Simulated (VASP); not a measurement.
# GaP (P4/mmm) in VASP: notebook, part 2 of 2

VASP 6.6.1. Earlier steps stand in the parts before.

## (4) Single point, HF

This run uses another cell than the first one, of 18.32 Å³/atom, 1.052 times its volume.

POSCAR reads:

```
GaP
1.0
    3.4897512546      0.0000000000      0.0000000000
    0.0000000000      3.4897512546      0.0000000000
    0.0000000000      0.0000000000      3.0093682001
Ga P
1 1
Direct
    0.0000000000      0.0000000000      0.0000000000
    0.5000000000      0.5000000000      0.5000000000
```

INCAR.step1 reads:

```
  ALGO = Normal
  EDIFF = 1E-5
  ENCUT = 520
  GGA = PE
  ISIF = 2
  ISMEAR = -1
  LASPH = T
  LCHARG = F
  LREAL = F
  LWAVE = T
  NBANDS = 16
  NELM = 100
  PREC = Accurate
  SIGMA = 0.05
```

INCAR.step2 reads:

```
  AEXX = 1.0
  AGGAC = 0.0
  ALDAC = 0.0
  ALGO = Normal
  EDIFF = 1E-6
  ENCUT = 520
  GGA = PE
  ISIF = 2
  ISMEAR = -1
  ISTART = 1
  LASPH = T
  LCHARG = F
  LHFCALC = T
  LREAL = F
  LWAVE = F
  NBANDS = 16
  NELM = 100
  PREC = Accurate
  PRECFOCK = Normal
  SIGMA = 0.05
```

KPOINTS reads:

```
k-points
0
Gamma
  4 4 5
```

Potentials or basis: VASP PAW PBE potentials, release 64 (Ga_d, P).

On the command line:

```
$ cat potpaw_PBE.64/Ga_d/POTCAR potpaw_PBE.64/P/POTCAR > POTCAR
$ cp INCAR.step1 INCAR
$ mpirun -np 1 vasp_std > vasp.out
$ cp INCAR.step2 INCAR
$ mpirun -np 1 vasp_std > vasp.out
```

OUTCAR:

```text
AEXX = 1.0
   EDIFF = 1E-6
   ENCUT = 520
   GGA = PE
   ISIF = 2
   ISMEAR = -1
   ISTART = 1
   LASPH = T
   LHFCALC = T
   LREAL = F
   NELM = 100
   PREC = Accurate
   PRECFOCK = Normal

 ion  position               nearest neighbor table
   1  0.000  0.000  0.000-   2 2.89   2 2.89   2 2.89   2 2.89   2 2.89   2 2.89   2 2.89   2 2.89

   2  0.500  0.500  0.500-   1 2.89   1 2.89   1 2.89   1 2.89   1 2.89   1 2.89   1 2.89   1 2.89

  LATTYP: Found a simple tetragonal cell.
 ALAT       =     3.4897512546
 C/A-ratio  =     0.8623446144

  Lattice vectors:

 A1 = (   3.4897512546,   0.0000000000,   0.0000000000)
 A2 = (   0.0000000000,   3.4897512546,   0.0000000000)
 A3 = (   0.0000000000,   0.0000000000,   3.0093682001)

Analysis of symmetry for initial positions (statically):
=====================================================================
 Subroutine PRICEL returns:
 Original cell was already a primitive cell.

 Routine SETGRP: Setting up the symmetry group for a
 simple tetragonal supercell.

[... 163 lines left out ...]
  free energy    TOTEN  =       -13.38727730 eV

  energy without entropy =      -13.38727730  energy(sigma->0) =      -13.38727730

 E-fermi :   7.4288     XC(G=0):   0.0000

 val. band max:        6.2683134754   @ k =   0.2500   0.2500   0.4000
 cond. band min:       8.4775820460   @ k =   0.5000   0.0000   0.0000
 fundamental gap:      2.2092685706
 Fermi energy:         7.4288194203

 k-point     1 :       0.0000    0.0000    0.0000
  band No.  band energies     occupation
      1     -20.9689      2.00000
      2     -20.8710      2.00000
      3     -20.8544      2.00000
      4     -20.8359      2.00000
      5     -20.8359      2.00000
      6     -14.0810      2.00000
[... 319 lines left out ...]
      3     -20.9023      2.00000
      4     -20.7865      2.00000
      5     -20.7805      2.00000
      6      -7.2414      2.00000
[... 8 lines left out ...]
     15      30.0114      0.00000
     16      30.8806      0.00000

------------------------ aborting loop because EDIFF is reached ----------------------------------------

  FORCE on cell =-STRESS in cart. coord.  units (eV):
  Direction    XX          YY          ZZ          XY          YZ          ZX
  --------------------------------------------------------------------------------------
  -------------------------------------------------------------------------------------
  Total       -1.2646079     -1.2646079      1.4977675      0.0000000      0.0000000      0.0000000
  in kB      -55.2843497    -55.2843497     65.4772917      0.0000000      0.0000000      0.0000000
  external PRESSURE =     -15.0304692 kB  Pullay stress =       0.0000000 kB

 VOLUME and BASIS-vectors are now :
 -----------------------------------------------------------------------------
  energy-cutoff  :      520.00
  volume of cell :       36.65
      direct lattice vectors                 reciprocal lattice vectors
     3.489751255  0.000000000  0.000000000     0.286553375  0.000000000  0.000000000
     0.000000000  3.489751255  0.000000000     0.000000000  0.286553375  0.000000000
     0.000000000  0.000000000  3.009368200     0.000000000  0.000000000  0.332295663

 POSITION                                       TOTAL-FORCE (eV/Angst)
 -----------------------------------------------------------------------------------
      0.00000      0.00000      0.00000         0.000000      0.000000      0.000000
      1.74488      1.74488      1.50468         0.000000      0.000000      0.000000
 -----------------------------------------------------------------------------------
    total drift:                               -0.000003     -0.000001     -0.000000

  FREE ENERGIE OF THE ION-ELECTRON SYSTEM (eV)
  ---------------------------------------------------
  free  energy   TOTEN  =       -13.3872773021 eV

  energy  without entropy=      -13.3872773020  energy(sigma->0) =      -13.38727730
```

OUTCAR.step1:

```text
EDIFF = 1E-5
   ENCUT = 520
   GGA = PE
   ISIF = 2
   ISMEAR = -1
[... 556 lines left out ...]
 -----------------------------------------------------------------------------------
      0.00000      0.00000      0.00000         0.000000      0.000000      0.000000
      1.74488      1.74488      1.50468         0.000000      0.000000      0.000000
 -----------------------------------------------------------------------------------
    total drift:                               -0.000000      0.000000     -0.000000

  FREE ENERGIE OF THE ION-ELECTRON SYSTEM (eV)
  ---------------------------------------------------
  free  energy   TOTEN  =        -7.5555953605 eV

  energy  without entropy=       -7.5434474089  energy(sigma->0) =       -7.54952138
```

OSZICAR.step1:

```text
N       E                     dE             d eps       ncg     rms          rms(c)
DAV:   1     0.730718353102E+02    0.73072E+02   -0.91150E+03   624   0.170E+03
DAV:   2    -0.229754762576E+01   -0.75369E+02   -0.72342E+02   640   0.301E+02
DAV:   3    -0.757992136229E+01   -0.52824E+01   -0.52571E+01   744   0.593E+01
DAV:   4    -0.765057651303E+01   -0.70655E-01   -0.70633E-01   728   0.729E+00
DAV:   5    -0.765190758770E+01   -0.13311E-02   -0.13310E-02   704   0.930E-01    0.285E+00
DAV:   6    -0.756577285490E+01    0.86135E-01   -0.12601E-01   808   0.589E+00    0.167E+00
DAV:   7    -0.755700660961E+01    0.87662E-02   -0.18734E-02   832   0.954E-01    0.623E-01
DAV:   8    -0.755558934612E+01    0.14173E-02   -0.31375E-03   680   0.620E-01    0.540E-02
DAV:   9    -0.755559214020E+01   -0.27941E-05   -0.27307E-04   896   0.229E-01    0.494E-02
DAV:  10    -0.755559536047E+01   -0.32203E-05   -0.11369E-05   536   0.386E-02
   1 F= -.75555954E+01 E0= -.75495214E+01  d E =-.121480E-01
```

It took 15 min on 1 thread of Intel Xeon Platinum 8259CL at 2.50GHz (Skylake/Cascade Lake), shared host; peak memory 0.16 GiB.

What came out:

| Quantity | Value |
| --- | --- |
| Free energy | -13.3873 eV |
| Pressure | -1.5 GPa |
| Band gap on the k mesh | zero (band 9 reaches 12.60 eV, above the bottom of band 10 at 2.27 eV) |

Levels at points of the mesh, in eV from the Fermi level:
| k point | band 7 | band 8 | band 9 | band 10 | band 11 | band 12 |
| --- | --- | --- | --- | --- | --- | --- |
| (0.00, 0.00, 0.00) | -4.69 | -4.69 | -4.07 | 3.50 | 7.27 | 9.50 |
| (0.50, 0.00, 0.00) | -14.57 | 1.05 | 5.17 | 6.11 | 6.37 | 6.54 |
| (0.50, 0.50, 0.00) | -10.12 | -10.12 | -9.63 | 6.25 | 13.91 | 13.93 |

Caveat: the k points lie up to 0.45 Å⁻¹ apart; the PAW data sets were made with another functional, which shifts forces and pressure a little.

## (5) Single point, HF

This run uses another cell than the first one, of 18.32 Å³/atom, 1.052 times its volume.

POSCAR reads:

```
GaP
1.0
    3.4897512814      0.0000000000      0.0000000000
    0.0000000000      3.4897512814      0.0000000000
    0.0000000000      0.0000000000      3.0093658124
Ga P
1 1
Direct
    0.0000000000      0.0000000000      0.0000000000
    0.5000000000      0.5000000000      0.5000000000
```

INCAR.step1 is that of step 4.

INCAR.step2 is that of step 4.

KPOINTS is that of step 4.

On the command line:

```
$ cat potpaw_PBE.64/Ga_d/POTCAR potpaw_PBE.64/P/POTCAR > POTCAR
$ cp INCAR.step1 INCAR
$ mpirun -np 1 vasp_std > vasp.out
$ cp INCAR.step2 INCAR
$ mpirun -np 1 vasp_std > vasp.out
```

Wall time 27 min (1 thread of Oxide Virtual Turin-like, shared host); peak memory 0.13 GiB.

The run converged. Its results:

```
Free energy            : -13.3873 eV
Pressure               : -1.5 GPa
Band gap on the k mesh : zero (band 9 reaches 12.60 eV, above the bottom of band 10 at 2.27 eV)
```

Stress tensor (GPa, compression positive):
```
-5.53  0.00  0.00
 0.00 -5.53  0.00
 0.00  0.00  6.55
```

Levels at points of the mesh, in eV from the Fermi level:
```tsv
k point	band 5	band 6	band 7	band 8	band 9	band 10	band 11	band 12	band 13	band 14
(0.00, 0.00, 0.00)	-28.26	-21.51	-4.69	-4.69	-4.07	3.50	7.27	9.50	14.44	14.44
(0.50, 0.00, 0.00)	-28.26	-19.04	-14.57	1.05	5.17	6.11	6.37	6.54	11.49	11.78
(0.50, 0.50, 0.00)	-28.22	-17.03	-10.12	-10.12	-9.63	6.25	13.91	13.93	13.93	14.98
```

Caveat: the k points lie up to 0.45 Å⁻¹ apart; the PAW data sets were made with another functional, which shifts forces and pressure a little.

## (6) Summary

```csv
level,cell,k mesh,cutoff (eV),grid for exact exchange (PRECFOCK),gap on the mesh (eV),pressure (GPa)
PBE,"a = 3.502, b = 3.502, c = 2.839 Å, 2 atoms",8 × 8 × 9,500,-,none,-2.8
PBE,"a = 3.524, b = 3.524, c = 2.858 Å, 2 atoms",8 × 8 × 9,500,-,none,-3.9
HF,"a = 3.490, b = 3.490, c = 3.009 Å, 2 atoms",4 × 4 × 5,520,Normal,none,-1.5
```

Alike in all rows: task single point; potentials or basis VASP PAW PBE potentials, release 64 (Ga_d, P); no spin polarisation; smearing fermi-dirac 0.05 eV.

Caveats: some runs use coarse meshes; the PAW data sets were made with another functional, which shifts forces and pressure a little (some runs).

Total energies depend on the potentials used, so only differences within one code and one set of settings carry meaning.
